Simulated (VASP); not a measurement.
A run of VASP 6.6.1 is set up as follows.

Contents of INCAR:

```
PREC = Accurate ; ENCUT = 520
EDIFF = 1E-7 ; ISMEAR = 0
SIGMA = 0.05 ; LREAL = F
LASPH = T ; NELM = 150
ALGO = Normal ; ISIF = 2
LWAVE = F ; LCHARG = F
ISPIN = 2 ; MAGMOM = 5 5 0 0 0 0
LORBIT = 11 ; LMAXMIX = 4
LDAU = T ; LDAUTYPE = 2
LDAUL = 2 -1 ; LDAUU = 4 0
LDAUJ = 0 0 ; LDAUPRINT = 1
NBANDS = 40
```

Contents of KPOINTS:

```
regular mesh
0
Gamma
  5 5 2
```

POSCAR

```
MnI2
1.0
    4.1600013200      0.0000000000      0.0000000000
   -2.0800006600      3.6026668200      0.0000000000
    0.0000000000      0.0000000000     13.6399982000
Mn I
2 4
Direct
    0.0000000000      0.0000000000      0.0000000000
    0.0000000000      0.0000000000      0.5000000000
    0.3333333333      0.6666666667      0.1250000000
    0.6666666667      0.3333333333      0.3750000000
    0.3333333333      0.6666666667      0.6250000000
    0.6666666667      0.3333333333      0.8750000000
```

Potentials or basis: VASP PAW LDA potentials, release 64 (Mn_pv, I).

Command:

```bash
$ cat potpaw_LDA.64/Mn_pv/POTCAR potpaw_LDA.64/I/POTCAR > POTCAR
$ mpirun -np 1 vasp_std > vasp.out
```

Q: Predict the largest force.

A: 0.452 eV/Å.

Q: What does it give for the pressure?

A: -2.7 GPa.

Eigenvalues of the final occupation matrices:
```tsv
site	spin	trace	eigenvalues
site 1 d	1	4.70	0.93 0.93 0.93 0.95 0.95
site 1 d	2	0.19	0.01 0.01 0.01 0.08 0.08
site 2 d	1	4.70	0.93 0.93 0.93 0.95 0.95
site 2 d	2	0.19	0.01 0.01 0.01 0.08 0.08
```

Caveat: spin-orbit coupling is left out, which moves the levels of the heavy elements. The state reached can hang on the start; a lower one may exist.
